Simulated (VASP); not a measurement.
# Sn (I4/mmm) in VASP: notebook

Runs on Sn. Level: r2SCAN. Tasks: single point.

Program: VASP 6.6.1. These are calculated values, not measurements. Logs are shortened: lines on timing, memory, paths and dates and some standing lists are left out, and cuts for length are marked.

### Step 1. The cell of the first run

Symmetry: I4/mmm, No. 139, tetragonal system. Conventional cell: a = 3.976 Å, b = 3.976 Å, c = 3.254 Å, α = 90.00°, β = 90.00°, γ = 90.00°. Within 4.3 Å of Sn (site symmetry 4/mmm) lie 14 Sn at 3.25 to 3.98 Å.

### Step 2. Single point, r2SCAN

POSCAR reads:

```
Sn
1.0
   -1.9877657590      1.9877657590      1.6268574157
    1.9877657590     -1.9877657590      1.6268574157
    1.9877657590      1.9877657590     -1.6268574157
Sn
1
Direct
    0.0000000000      0.0000000000      0.0000000000
```

INCAR.step1 reads:

```
SYSTEM = Sn
ALGO = Normal
EDIFF = 1E-4
ENCUT = 520
GGA = PE
ISMEAR = -1
LASPH = .True.
LCHARG = .False.
LREAL = .False.
LWAVE = .True.
NBANDS = 13
NELM = 100
PREC = Accurate
SIGMA = 0.05
```

INCAR.step2 reads:

```
SYSTEM = Sn
ALGO = Normal
EDIFF = 1E-6
ENCUT = 520
ISIF = 2
ISMEAR = -1
ISTART = 1
LASPH = .True.
LCHARG = .False.
LMIXTAU = .True.
LREAL = .False.
LWAVE = .False.
METAGGA = R2SCAN
NBANDS = 13
NELM = 100
PREC = Accurate
SIGMA = 0.05
```

KPOINTS reads:

```
k-points
0
Gamma
  10 10 10
  0 0 0
```

Potentials or basis: VASP PAW PBE potentials, release 64 (Sn_d).

Command:

```bash
> cat potpaw_PBE.64/Sn_d/POTCAR > POTCAR
> cp INCAR.step1 INCAR
> mpirun -np 1 vasp_std > vasp.out
> cp INCAR.step2 INCAR
> mpirun -np 1 vasp_std > vasp.out
```

OUTCAR:

```text
SYSTEM = Sn
   EDIFF = 1E-6
   ENCUT = 520
   ISIF = 2
   ISMEAR = -1
   ISTART = 1
   LASPH = .True.
   LREAL = .False.
   METAGGA = R2SCAN
   NELM = 100
   PREC = Accurate

 ion  position               nearest neighbor table
   1  0.000  0.000  0.000-

  LATTYP: Found a body centered tetragonal cell.
 ALAT       =     3.9755315180
 C/A-ratio  =     0.8184351744

  Lattice vectors:

 A1 = (  -1.9877657590,   1.9877657590,   1.6268574157)
 A2 = (   1.9877657590,  -1.9877657590,   1.6268574157)
 A3 = (   1.9877657590,   1.9877657590,  -1.6268574157)

Analysis of symmetry for initial positions (statically):
=====================================================================
 Subroutine PRICEL returns:
 Original cell was already a primitive cell.

 Routine SETGRP: Setting up the symmetry group for a
 body centered tetragonal supercell.

 Subroutine GETGRP returns: Found 16 space group operations
 (whereof 16 operations were pure point group operations)
 out of a pool of 16 trial point group operations.

The static configuration has the point symmetry D_4h.

Analysis of symmetry for dynamics (positions and initial velocities):
=====================================================================
 Subroutine PRICEL returns:
 Original cell was already a primitive cell.

 Routine SETGRP: Setting up the symmetry group for a
 body centered tetragonal supercell.

 Subroutine GETGRP returns: Found 16 space group operations
 (whereof 16 operations were pure point group operations)
 out of a pool of 16 trial point group operations.

The dynamic configuration has the point symmetry D_4h.

 Subroutine INISYM returns: Found 16 space group operations
 (whereof 16 operations are pure point group operations),
 and found     1 'primitive' translations

----------------------------------------------------------------------------------------

                                     Primitive cell

  volume of cell :      25.7122

  direct lattice vectors                    reciprocal lattice vectors
    -1.987765759  1.987765759  1.626857416     0.000000000  0.251538692  0.307341009
     1.987765759 -1.987765759  1.626857416     0.251538692  0.000000000  0.307341009
     1.987765759  1.987765759 -1.626857416     0.251538692  0.251538692  0.000000000

  length of vectors
     3.247936341  3.247936341  3.247936341     0.397152628  0.397152628  0.355729430

  position of ions in fractional coordinates (direct lattice)
     0.000000000  0.000000000  0.000000000

  ion indices of the primitive-cell ions
   primitive index   ion index
                 1           1

----------------------------------------------------------------------------------------

 KPOINTS: k-points

Automatic generation of k-mesh.
 Grid dimensions read from file:
 generate k-points for:   10   10   10

 Generating k-lattice:

  Cartesian coordinates                     Fractional coordinates (reciprocal lattice)
     0.000000000  0.025153869  0.030734101     0.100000000  0.000000000 -0.000000000
     0.025153869  0.000000000  0.030734101     0.000000000  0.100000000 -0.000000000
     0.025153869  0.025153869  0.000000000     0.000000000  0.000000000  0.100000000

  Length of vectors
     0.039715263  0.039715263  0.035572943

  Shift w.r.t. Gamma in fractional coordinates (k-lattice)
     0.000000000  0.000000000  0.000000000

 Subroutine IBZKPT returns following result:
 ===========================================

 Found    102 irreducible k-points:

 Following reciprocal coordinates:
            Coordinates               Weight
  0.000000  0.000000  0.000000      1.000000
  0.100000 -0.000000  0.000000      8.000000
  0.200000 -0.000000  0.000000      8.000000
  0.300000  0.000000  0.000000      8.000000
  0.400000 -0.000000  0.000000      8.000000
  0.500000 -0.000000  0.000000      4.000000
[... 16 lines left out ...]
  0.300000  0.300000  0.000000      8.000000
  0.400000  0.300000  0.000000     16.000000
 [... further k-points ...]
   k-points           NKPTS =    102   k-points in BZ     NKDIM =    102   number of bands    NBANDS=     13
   number of dos      NEDOS =    301   number of ions     NIONS =      1
   total plane-waves  NPLWV =  13824
   dimension x,y,z NGX =    24 NGY =   24 NGZ =   24
   dimension x,y,z NGXF=    48 NGYF=   48 NGZF=   48
   ions per type =               1
   NGX,Y,Z   is equivalent  to a cutoff of  12.28, 12.28, 12.28 a.u.
   NGXF,Y,Z  is equivalent  to a cutoff of  24.57, 24.57, 24.57 a.u.
 SYSTEM =  Sn
   PREC   = accura    normal or accurate (medium, high low for compatibility)
   ISTART =      1    job   : 0-new  1-cont  2-samecut
   ICHARG =      0    charge: 1-file 2-atom 10-const
   ISPIN  =      1    spin polarized calculation?
   LNONCOLLINEAR =      F non collinear calculations
   LSORBIT =      F    spin-orbit coupling
   LASPH  =      T    aspherical Exc in radial PAW
   ENCUT  =  520.0 eV  38.22 Ry    6.18 a.u.   6.04  6.04  6.04*2*pi/ulx,y,z
   NELM   =    100;   NELMIN=  2; NELMDL=  0     # of ELM steps
   EDIFF  = 0.1E-05   stopping-criterion for ELM
   LREAL  =      F    real-space projection
   EDIFFG = 0.1E-04   stopping-criterion for IOM
   NSW    =      0    number of steps for IOM
   IBRION =     -1    ionic relax: 0-MD 1-quasi-New 2-CG
   NFREE  =      0    steps in history (QN), initial steepest desc. (CG)
   ISIF   =      2    stress and relaxation
   ISYM   =      2    0-nonsym 1-usesym 2-fastsym
   POTIM  = 0.5000    time-step for ionic-motion
   TEBEG  =    0.0;   TEEND  =   0.0 temperature during run
   PSTRESS=    0.0 pullay stress
   NELECT =      14.0000    total number of electrons
   NUPDOWN=      -1.0000    fix difference up-down
   EMIN   =  10.00;   EMAX   =-10.00  energy-range for DOS
   EFERMI =   0.00;   METHOD = LEGACY
   ISMEAR =    -1;   SIGMA  =   0.05  broadening in eV -4-tet -1-fermi 0-gaus
   EFERMI_NEDOS =   21; number of points for ismear=-14 and -15
   IALGO  =     38    algorithm
   IMIX   =      4    mixing-type and parameters
     AMIX     =   0.40;   BMIX     =  1.00
     AMIX_MAG =   1.60;   BMIX_MAG =  1.00
  volume/ion in A,a.u.               =      25.71       173.51
  Fermi-wavevector in a.u.,A,eV,Ry     =   1.336814  2.526212 24.314574  1.787071
  Thomas-Fermi vector in A             =   2.465411
   LORBIT       =      0    0 simple, 1 ext, 2 COOP (PROOUT), +10 PAW based schemes
   METAGGA = R2SCAN    functional components
   LHFCALC =     F    Hartree Fock is set to
   AEXX    =    0.0000 exact exchange contribution
   IVDW    =     0    specifies the selected vdW correction
   LEPSILON=     F    determine dielectric tensor
   LRPA    =     F    only Hartree local field effects (RPA)
 non-spin polarized calculation
  energy-cutoff  :      520.00
  volume of cell :       25.71
 maximum number of plane-waves:       713
   NGX = 13   NGY = 13   NGZ = 13

 number of electron      13.9999992 magnetization

 Free energy of the ion-electron system (eV)
  ---------------------------------------------------
  ext. energy  EPLUGINS =         0.00000000
  ---------------------------------------------------
  free energy    TOTEN  =       -24.50103831 eV

  energy without entropy =      -24.49754265  energy(sigma->0) =      -24.49929048

 E-fermi :   8.7053     XC(G=0): -11.5519

 val. band max:        8.6494701566   @ k =   0.2000   0.2000   0.0000
 cond. band min:       8.7088498849   @ k =  -0.3000   0.3000   0.3000
 fundamental gap:      0.0593797282
 Fermi energy:         8.7052797930

 k-point     1 :       0.0000    0.0000    0.0000
  band No.  band energies     occupation
      1     -13.6277      2.00000
      2     -13.5270      2.00000
      3     -13.5270      2.00000
      4     -13.5229      2.00000
      5     -13.3729      2.00000
      6      -3.3986      2.00000
      7      16.2922      0.00000
      8      16.2922      0.00000
      9      19.4220      0.00000
     10      19.6631      0.00000
     11      21.4361      0.00000
     12      22.2116      0.00000
     13      22.2116      0.00000

 k-point     2 :       0.1000   -0.0000    0.0000
  band No.  band energies     occupation
      1     -13.6156      2.00000
      2     -13.5288      2.00000
      3     -13.5224      2.00000
      4     -13.5062      2.00000
      5     -13.3798      2.00000
      6      -3.1342      2.00000
      7      15.4604      0.00000
      8      15.6823      0.00000
      9      17.5470      0.00000
     10      20.3001      0.00000
     11      20.6824      0.00000
     12      21.2632      0.00000
     13      22.5213      0.00000

 k-point     3 :       0.2000   -0.0000    0.0000
  band No.  band energies     occupation
      1     -13.6114      2.00000
      2     -13.5378      2.00000
      3     -13.4822      2.00000
      4     -13.4613      2.00000
      5     -13.3963      2.00000
      6      -2.3374      2.00000
      7      13.2886      0.00000
      8      14.1396      0.00000
      9      15.2331      0.00000
     10      18.8180      0.00000
     11      19.1368      0.00000
     12      22.8020      0.00000
     13      23.3230      0.00000
[... 305 lines left out ...]
 k-point    23 :       0.3000    0.3000    0.0000
  band No.  band energies     occupation
      1     -13.6142      2.00000
      2     -13.5039      2.00000
      3     -13.4298      2.00000
      4     -13.4191      2.00000
      5     -13.3485      2.00000
      6       3.5161      2.00000
      7       5.2488      2.00000
      8       6.9482      2.00000
      9      12.9138      0.00000
     10      18.6403      0.00000
     11      19.9694      0.00000
     12      25.6139      0.00000
     13      26.1167      0.00000

 k-point    24 :       0.4000    0.3000    0.0000
  band No.  band energies     occupation
      1     -13.5937      2.00000
      2     -13.4887      2.00000
      3     -13.4526      2.00000
      4     -13.4127      2.00000
      5     -13.3852      2.00000
      6       2.3712      2.00000
      7       5.8080      2.00000
      8       7.4711      2.00000
      9      13.6252      0.00000
     10      18.7510      0.00000
     11      20.9958      0.00000
     12      26.2062      0.00000
     13      26.5614      0.00000

 [... further k-points ...]

------------------------ aborting loop because EDIFF is reached ----------------------------------------

  FORCE on cell =-STRESS in cart. coord.  units (eV):
  Direction    XX          YY          ZZ          XY          YZ          ZX
  --------------------------------------------------------------------------------------
  -------------------------------------------------------------------------------------
  Total        0.4137825      0.4137825      0.6744302      0.0000000      0.0000000      0.0000000
  in kB       25.7835573     25.7835573     42.0249991      0.0000000      0.0000000      0.0000000
  external PRESSURE =      31.1973712 kB  Pullay stress =       0.0000000 kB

 VOLUME and BASIS-vectors are now :
 -----------------------------------------------------------------------------
  energy-cutoff  :      520.00
  volume of cell :       25.71
      direct lattice vectors                 reciprocal lattice vectors
    -1.987765759  1.987765759  1.626857416     0.000000000  0.251538692  0.307341009
     1.987765759 -1.987765759  1.626857416     0.251538692  0.000000000  0.307341009
     1.987765759  1.987765759 -1.626857416     0.251538692  0.251538692  0.000000000

 POSITION                                       TOTAL-FORCE (eV/Angst)
 -----------------------------------------------------------------------------------
      0.00000      0.00000      0.00000        -0.000000     -0.000000      0.000000
 -----------------------------------------------------------------------------------
    total drift:                               -0.000000      0.000000      0.000000

  FREE ENERGIE OF THE ION-ELECTRON SYSTEM (eV)
  ---------------------------------------------------
  free  energy   TOTEN  =       -24.5010383084 eV

  energy  without entropy=      -24.4975426497  energy(sigma->0) =      -24.49929048
```

Wall time 2 min (1 thread of Intel Xeon 8259CL, shared host); peak memory 0.17 GiB.

What came out:

| Property | Result |
| --- | --- |
| Free energy | -24.5010 eV |
| Pressure | 3.1 GPa |
| Band gap on the k mesh | zero (bands 7 and 8 overlap by 9.93 eV) |

Levels at points of the mesh, in eV from the Fermi level:
| k point | band 4 | band 5 | band 6 | band 7 | band 8 | band 9 | band 10 | band 11 |
| --- | --- | --- | --- | --- | --- | --- | --- | --- |
| (0.00, 0.00, 0.00) | -22.23 | -22.08 | -12.10 | 7.59 | 7.59 | 10.72 | 10.96 | 12.73 |
| (0.50, 0.00, 0.00) | -22.05 | -22.02 | -5.96 | -4.77 | 3.34 | 4.84 | 7.83 | 8.13 |
| (0.50, 0.50, 0.00) | -22.14 | -22.03 | -7.75 | -5.31 | 6.50 | 8.73 | 11.44 | 11.83 |
| (0.50, 0.50, 0.50) | -22.04 | -22.00 | -3.08 | -1.92 | -1.92 | 2.77 | 3.37 | 6.61 |

Caveat: the cell stands under pressure; the PAW data sets were made with another functional, which shifts forces and pressure a little; spin-orbit coupling is left out, which moves the levels of the heavy elements.

[end of part 1 of 3]
